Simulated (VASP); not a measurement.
# GaCo (P4/mmm) in VASP: further runs, part 2 of 2

VASP 6.6.1. Earlier steps stand in the parts before.

## (3) Single point, PBEsol

This run uses another cell than the first one, of the same volume but with other edges.

Input file INCAR:

```
  PREC = Accurate
  ENCUT = 520
  EDIFF = 1E-6
  ISMEAR = 0
  SIGMA = 0.15
  LREAL = F
  LASPH = T
  NELM = 80
  ALGO = Fast
  ISIF = 2
  LWAVE = F
  LCHARG = T
  GGA = PS
  LELF = T
  LVHAR = T
  NBANDS = 18
```

Input file KPOINTS:

```
Automatic mesh
0
Gamma
  18 18 18
```

Input file POSCAR:

```
GaCo
1.0
    2.8365902541      0.0000000000      0.0000000000
    0.0000000000      2.8365902541      0.0000000000
    0.0000000000      0.0000000000      2.9784197668
Ga Co
1 1
Direct
    0.5000000000      0.5000000000      0.5000000000
    0.0000000000      0.0000000000      0.0000000000
```

Potentials or basis: VASP PAW PBE potentials, release 64 (Ga_d, Co).

Command:

```console
$ cat potpaw_PBE.64/Ga_d/POTCAR potpaw_PBE.64/Co/POTCAR > POTCAR
$ mpirun -np 1 vasp_std > vasp.out
```

It took 91 s on 1 thread of Intel Xeon 6975P-C (Granite Rapids), shared host; peak memory 0.34 GiB.

It converged, with:

| Quantity | Value |
| --- | --- |
| Free energy | -11.7495 eV |
| Pressure | -7.8 GPa |
| Band gap on the k mesh | zero (band 11 reaches 10.92 eV, above the bottom of band 12 at 9.25 eV) |

Stress tensor (GPa, compression positive):
```
-7.24  0.00  0.00
 0.00 -7.24  0.00
 0.00  0.00 -8.84
```

Levels at points of the mesh, in eV from the Fermi level:
```csv
k point,band 9,band 10,band 11,band 12,band 13,band 14
"(0.00, 0.00, 0.00)",-0.68,-0.68,-0.56,4.11,5.80,5.80
"(0.50, 0.00, 0.00)",-1.89,-1.54,-0.67,0.29,9.94,11.25
"(0.50, 0.50, 0.00)",-2.27,-1.25,-1.25,-0.10,2.47,3.53
"(0.00, 0.00, 0.50)",-1.55,-1.55,-0.56,-0.09,10.78,10.78
"(0.50, 0.00, 0.50)",-2.46,-1.10,-1.04,-0.23,2.22,3.05
"(0.50, 0.50, 0.50)",-0.22,-0.08,0.68,3.91,3.91,3.91
```

Caveat: the PAW data sets were made with another functional, which shifts forces and pressure a little. Spin polarisation is off, so any magnetic state and its effect on volume and gap are missing.

## (4) Single point, PBEsol

This run uses another cell than the first one, of the same volume but with other edges.

Input file INCAR:

```
ALGO = Fast
EDIFF = 1E-7
ENCUT = 520
GGA = PS
ISIF = 2
ISMEAR = 0
LASPH = True
LCHARG = False
LREAL = False
LWAVE = False
NBANDS = 18
NELM = 80
PREC = Accurate
SIGMA = 0.15
```

Input file KPOINTS:

```
k-points
0
Gamma
  18 18 18
```

Input file POSCAR:

```
GaCo
1.0
    2.9643564909      0.0000000000      0.0000000000
    0.0000000000      2.9643564909      0.0000000000
    0.0000000000      0.0000000000      2.7272079716
Ga Co
1 1
Direct
    0.5000000000      0.5000000000      0.5000000000
    0.0000000000      0.0000000000      0.0000000000
```

Potentials or basis: VASP PAW PBE potentials, release 64 (Ga_d, Co).

Command:

```console
$ cat potpaw_PBE.64/Ga_d/POTCAR potpaw_PBE.64/Co/POTCAR > POTCAR
$ mpirun -np 1 vasp_std > vasp.out
```

OUTCAR:

```text
EDIFF = 1E-7
   ENCUT = 520
   GGA = PS
   ISIF = 2
   ISMEAR = 0
   LASPH = True
   LREAL = False
   NELM = 80
   PREC = Accurate

 ion  position               nearest neighbor table
   1  0.500  0.500  0.500-   2 2.50   2 2.50   2 2.50   2 2.50   2 2.50   2 2.50   2 2.50   2 2.50

   2  0.000  0.000  0.000-   1 2.50   1 2.50   1 2.50   1 2.50   1 2.50   1 2.50   1 2.50   1 2.50

  LATTYP: Found a simple tetragonal cell.
 ALAT       =     2.9643564909
 C/A-ratio  =     0.9200000000

  Lattice vectors:

[... 193 lines left out ...]
      5      -5.2005      2.00000
      6      -2.5230      2.00000
[... 481 lines left out ...]
      5      -5.1981      2.00000
      6      -0.3667      2.00000
[... 10 lines left out ...]
     17      23.9732      0.00000
     18      26.9841      0.00000

 [... further k-points ...]
[... 5 lines left out ...]
  --------------------------------------------------------------------------------------
  -------------------------------------------------------------------------------------
  Total       -1.5976509     -1.5976509     -0.1242500      0.0000000     -0.0000000      0.0000000
  in kB     -106.8103566   -106.8103566     -8.3066855      0.0000000     -0.0000000      0.0000000
  external PRESSURE =     -73.9757995 kB  Pullay stress =       0.0000000 kB

 VOLUME and BASIS-vectors are now :
 -----------------------------------------------------------------------------
  energy-cutoff  :      520.00
  volume of cell :       23.97
      direct lattice vectors                 reciprocal lattice vectors
     2.964356491  0.000000000  0.000000000     0.337341343  0.000000000  0.000000000
     0.000000000  2.964356491  0.000000000     0.000000000  0.337341343  0.000000000
     0.000000000  0.000000000  2.727207972     0.000000000  0.000000000  0.366675373

 POSITION                                       TOTAL-FORCE (eV/Angst)
 -----------------------------------------------------------------------------------
      1.48218      1.48218      1.36360         0.000000      0.000000      0.000000
      0.00000      0.00000      0.00000         0.000000      0.000000      0.000000
 -----------------------------------------------------------------------------------
    total drift:                                0.000000     -0.000000     -0.000000

  FREE ENERGIE OF THE ION-ELECTRON SYSTEM (eV)
  ---------------------------------------------------
  free  energy   TOTEN  =       -11.7180961710 eV

  energy  without entropy=      -11.7004203284  energy(sigma->0) =      -11.70925825
```

OSZICAR:

```text
N       E                     dE             d eps       ncg     rms          rms(c)
DAV:   1     0.102801455964E+03    0.10280E+03   -0.10431E+04 21740   0.218E+03
DAV:   2    -0.635742344448E+01   -0.10916E+03   -0.10496E+03 20046   0.325E+02
DAV:   3    -0.128475308919E+02   -0.64901E+01   -0.64135E+01 21766   0.785E+01
DAV:   4    -0.129537948608E+02   -0.10626E+00   -0.10617E+00 24190   0.975E+00
DAV:   5    -0.129576029464E+02   -0.38081E-02   -0.38076E-02 24460   0.166E+00    0.105E+01
RMM:   6    -0.143425694004E+02   -0.13850E+01   -0.10494E+01 24922   0.317E+01    0.135E+01
RMM:   7    -0.117589939819E+02    0.25836E+01   -0.30059E+00 25154   0.176E+01    0.194E+00
RMM:   8    -0.117214575099E+02    0.37536E-01   -0.11008E-01 26985   0.337E+00    0.418E-01
RMM:   9    -0.117180886160E+02    0.33689E-02   -0.37425E-02 29578   0.150E+00    0.237E-01
RMM:  10    -0.117179618948E+02    0.12672E-03   -0.46589E-03 28389   0.625E-01    0.106E-01
RMM:  11    -0.117180573989E+02   -0.95504E-04   -0.12622E-03 32841   0.249E-01    0.505E-02
RMM:  12    -0.117180850461E+02   -0.27647E-04   -0.26970E-04 35042   0.112E-01    0.146E-02
RMM:  13    -0.117180906475E+02   -0.56015E-05   -0.83720E-05 33474   0.627E-02    0.852E-03
RMM:  14    -0.117180945088E+02   -0.38612E-05   -0.39937E-05 32746   0.324E-02    0.555E-03
RMM:  15    -0.117180957415E+02   -0.12328E-05   -0.95115E-06 30126   0.187E-02    0.577E-03
RMM:  16    -0.117180958543E+02   -0.11275E-06   -0.55285E-06 27978   0.139E-02    0.195E-03
RMM:  17    -0.117180961524E+02   -0.29814E-06   -0.23444E-06 26074   0.759E-03    0.861E-04
RMM:  18    -0.117180961710E+02   -0.18559E-07   -0.75642E-07 22943   0.519E-03
   1 F= -.11718096E+02 E0= -.11709258E+02  d E =-.176758E-01
```

Run time: 4.7 min. Hardware: 1 thread of Intel Xeon Platinum 8259CL at 2.50GHz (Skylake/Cascade Lake), shared host; peak memory 0.34 GiB.

Results:

* Free energy: -11.7181 eV
* Pressure: -7.4 GPa
* Band gap on the k mesh: zero (band 11 reaches 10.95 eV, above the bottom of band 12 at 9.15 eV)

Caveat: the PAW data sets were made with another functional, which shifts forces and pressure a little. Spin polarisation is off, so any magnetic state and its effect on volume and gap are missing.

## (5) Overview

| cell | further INCAR settings | gap on the mesh (eV) | pressure (GPa) |
| --- | --- | --- | --- |
| a = 2.923, b = 2.923, c = 2.806 Å, 2 atoms | ALGO = Fast; EDIFF = 1e-06; NBANDS = 18 | none | -7.8 |
| a = 2.837, b = 2.837, c = 2.978 Å, 2 atoms | ALGO = Fast; EDIFF = 1e-06; NBANDS = 18 | none | -7.8 |
| a = 2.964, b = 2.964, c = 2.727 Å, 2 atoms | ALGO = Fast; EDIFF = 1e-07; NBANDS = 18 | none | -7.4 |

Alike in all rows: task single point; level PBEsol; potentials or basis VASP PAW PBE potentials, release 64 (Ga_d, Co); no spin polarisation; k mesh 18 × 18 × 18; cutoff (eV) 520; smearing gaussian 0.15 eV.

Caveats: the PAW data sets were made with another functional, which shifts forces and pressure a little.

Absolute energies hang on the potentials; compare differences alone.
